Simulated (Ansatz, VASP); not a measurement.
GaN: VASP beside Ansatz

Contents of INCAR:

```
SYSTEM = GaN
PREC = Accurate
ENCUT = 520
EDIFF = 1E-7
ISMEAR = -1
SIGMA = 0.02
LREAL = .FALSE.
LASPH = .TRUE.
NELM = 100
ALGO = Normal
ISIF = 2
LWAVE = .FALSE.
LCHARG = .FALSE.
GGA = PS
NBANDS = 16
```

KPOINTS

```
Automatic mesh
0
G
  13 13 13
  0 0 0
```

POSCAR

```
GaN
1.0
    0.0000000000      2.0315785487      2.0315785487
    2.0315785487      0.0000000000      2.0315785487
    2.0315785487      2.0315785487      0.0000000000
Ga N
1 1
Direct
    0.5000000000      0.5000000000      0.5000000000
    0.0000000000      0.0000000000      0.0000000000
```

Input for Ansatz:

```yaml
crystal:
  lattice:
    - [0.0, 2.0315785487, 2.0315785487]
    - [2.0315785487, 0.0, 2.0315785487]
    - [2.0315785487, 2.0315785487, 0.0]
  atoms:
    - { symbol: Ga, position: [0.5, 0.5, 0.5] }
    - { symbol: "N", position: [0.0, 0.0, 0.0] }
kpoints:
  mp_grid: { grid: [13, 13, 13] }
scf:
  occupations: { method: fermi_dirac, width: 0.02 }
hamiltonian:
  xc: pbesol
  pseudopotentials: { kind: all_electron, lapw: { basis_error: 0.001 } }
output:
  forces: true
  stress: true
  eigenvalues: true
```

Change from the starting cell: volume scaled by 1.06.

Alike in both runs: task single point; functional PBEsol; k mesh 13 × 13 × 13; occupations fermi-dirac, width 0.02 eV; no spin polarisation.

|  | VASP | Ansatz |
| --- | --- | --- |
| version | VASP 6.6.1 | Ansatz 0.2.0 |
| potentials or method | VASP PAW PBE potentials, release 64 (Ga_d, N), cutoff 520 eV | all-electron LAPW, scalar-relativistic |

|  | VASP | Ansatz | Ansatz less VASP |
| --- | --- | --- | --- |
| gap on the k mesh at the Fermi level (eV) | 1.41 | 1.42 | +0.012 |
| pressure (GPa) | 34.7 | 34.1 | -0.56 |

VASP's potentials were made for PBE, not for PBEsol. Both programs put the cell under a high pressure, so it lies far from rest at this level. Ansatz ran all-electron here, and VASP with PAW potentials.
